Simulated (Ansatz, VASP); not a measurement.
TaPb: VASP beside Ansatz

```
Ta Pb
1.0
     3.48579    0.00000    0.00000
     0.00000    3.48579    0.00000
     0.00000    0.00000    8.48395
Ta Pb
2 2
Direct
  0.00000 0.50000 0.07511
  0.50000 0.00000 0.92489
  0.00000 0.50000 0.69461
  0.50000 0.00000 0.30539
```

Change from the starting cell: the structure that the rattled cell fell into.

Alike in both runs: functional PBE; k mesh 14 × 14 × 6; occupations gaussian, width 0.1 eV; no spin polarisation.

Ansatz relaxed the structure, and its values are those at the end. VASP's run is a single point on that final structure, the one shown.

```csv
,VASP,Ansatz
version,VASP 6.6.1,Ansatz 0.2.0
potentials or method,"VASP PAW PBE potentials, release 64 (Ta_pv, Pb_d), cutoff 520 eV","scalar-relativistic, plane waves, PAW"
valence electrons in the cell,50,54
```

```csv
,VASP,Ansatz,Ansatz less VASP
gap on the k mesh at the Fermi level (eV),none,none,-
pressure (GPa),0.0,0.0,+0.02
```

A gap of «none» marks a metal or a gap that the smearing closes. VASP's potentials hold 50 valence electrons a cell and Ansatz's 54, so a difference there can come from the potentials and not from the codes.

Neither program's run includes spin-orbit coupling.
